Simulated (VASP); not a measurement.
Write the native input for VASP 6.6.1 that does the following.

* Task: single point
* Functional: r2SCAN
* Potentials or basis: VASP PAW PBE potentials, release 64 (Al, N)
* Cutoff: 520 eV
* k mesh: 9 × 9 × 4
* Occupations: gaussian, width 0.01 eV
* Spin: no spin polarisation
* Dipole correction: no
* Further INCAR settings: ALGO = Normal; EDIFF = 1e-06; NBANDS = 16

The system is AlN.

```
Al N
1.0
     2.88841    0.00000    0.00000
    -1.44421    2.50144    0.00000
     0.00000    0.00000    4.93596
Al N
2 2
Direct
  0.00000 0.00000 0.00000
  0.00000 0.00000 0.50000
  0.33333 0.66667 0.25000
  0.66667 0.33333 0.75000
```

The input as run:

POSCAR

```
AlN
1.0
    2.8884133594      0.0000000000      0.0000000000
   -1.4442066797      2.5014393458      0.0000000000
    0.0000000000      0.0000000000      4.9359567280
Al N
2 2
Direct
    0.0000000000      0.0000000000      0.0000000000
    0.0000000000      0.0000000000      0.5000000000
    0.3333333333      0.6666666667      0.2500000000
    0.6666666667      0.3333333333      0.7500000000
```

INCAR.step1

```
PREC = Accurate
ENCUT = 520
ISMEAR = 0
SIGMA = 0.01
LREAL = F
LASPH = T
NELM = 80
NBANDS = 16
GGA = PE
ALGO = Normal
EDIFF = 1E-4
LWAVE = T
LCHARG = F
```

INCAR.step2

```
PREC = Accurate
ENCUT = 520
EDIFF = 1E-6
ISMEAR = 0
SIGMA = 0.01
LREAL = F
LASPH = T
NELM = 80
ALGO = Normal
ISIF = 2
LWAVE = F
LCHARG = F
METAGGA = R2SCAN
LMIXTAU = T
NBANDS = 16
ISTART = 1
```

KPOINTS

```
Automatic mesh
0
Gamma
  9 9 4
```

Potentials or basis: VASP PAW PBE potentials, release 64 (Al, N).

Launch:

```sh
$ cat potpaw_PBE.64/Al/POTCAR potpaw_PBE.64/N/POTCAR > POTCAR
$ cp INCAR.step1 INCAR
$ mpirun -np 1 vasp_std > vasp.out
$ cp INCAR.step2 INCAR
$ mpirun -np 1 vasp_std > vasp.out
```

Results of the run:

* Pressure: -14.4 GPa
* Band gap on the k mesh: 5.11 eV

Caveat: the cell stands under tension; the PAW data sets were made with another functional, which shifts forces and pressure a little; an odd mesh through Γ misses points on the zone boundary, where band edges can lie.

It took 60 s on 1 thread of Intel(R) Xeon(R) 6975P-C (Granite Rapids), on a shared host, peak memory 0.16 GiB.
